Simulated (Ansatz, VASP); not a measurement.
One calculation of Ga2B3, two programs

The input INCAR:

```
PREC = Accurate
ENCUT = 600
EDIFF = 1E-6
ISMEAR = 0
SIGMA = 0.1
LREAL = False
LASPH = True
NELM = 60
ALGO = Normal
ISIF = 3
LWAVE = False
LCHARG = False
GGA = PE
IBRION = 2
NSW = 100
EDIFFG = -0.01
```

File KPOINTS:

```
Automatic mesh
0
Gamma
  12 12 12
```

POSCAR

```
Ga2B3
1.0
    1.5262744171      0.8811949456      6.5749478822
   -1.5262744171      0.8811949456      6.5749478822
    0.0000000000     -1.7623898912      6.5749478822
Ga B
2 3
Direct
    0.4068556474      0.4068556474      0.4068556474
    0.5931443526      0.5931443526      0.5931443526
    0.0000000000      0.0000000000      0.0000000000
    0.1693220958      0.1693220958      0.1693220958
    0.8306779042      0.8306779042      0.8306779042
```

Input for Ansatz:

```yaml
crystal:
  lattice:
    - [1.5262744171, 0.8811949456, 6.5749478822]
    - [-1.5262744171, 0.8811949456, 6.5749478822]
    - [0.0, -1.7623898912, 6.5749478822]
  atoms:
    - { symbol: Ga, position: [0.4068556474, 0.4068556474, 0.4068556474] }
    - { symbol: Ga, position: [0.5931443526, 0.5931443526, 0.5931443526] }
    - { symbol: B, position: [0.0, 0.0, 0.0] }
    - { symbol: B, position: [0.1693220958, 0.1693220958, 0.1693220958] }
    - { symbol: B, position: [0.8306779042, 0.8306779042, 0.8306779042] }
basis:
  ecutwfc: 420
kpoints:
  mp_grid: { grid: [12, 12, 12] }
hamiltonian:
  xc: pbe
scf:
  occupations: { method: gaussian, width: 0.1 }
output:
  forces: true
  stress: true
  eigenvalues: true
relax:
  adjacent_minimum: "off"
  f_tol: 0.01
  max_steps: 80
  cell: { stress_tol: 0.05 }
```

Alike in both runs: task relaxation of cell and atoms; functional PBE; k mesh 12 × 12 × 12; occupations gaussian, width 0.1 eV; no spin polarisation.

|  | VASP | Ansatz |
| --- | --- | --- |
| version | VASP 6.6.1 | Ansatz 0.2.0 |
| potentials or method | VASP PAW PBE potentials, release 64 (Ga_d, B), cutoff 600 eV | scalar-relativistic, plane waves, PAW |
| valence electrons in the cell | 35 | 35 |

Ansatz gave:

| Property | Result |
| --- | --- |
| gap on the k mesh at the Fermi level, each at its own relaxed structure (eV) | none |
| relaxed volume (Å³/atom) | 10.60 |
| relaxed length of the cell vector where the two differ most in proportion (Å) | 6.784 |

What did VASP give for the same quantities?

gap on the k mesh at the Fermi level, each at its own relaxed structure (eV): none; relaxed volume (Å³/atom): 10.61; relaxed length of the cell vector where the two differ most in proportion (Å): 6.788.

A gap of «none» marks a metal or a gap that the smearing closes.
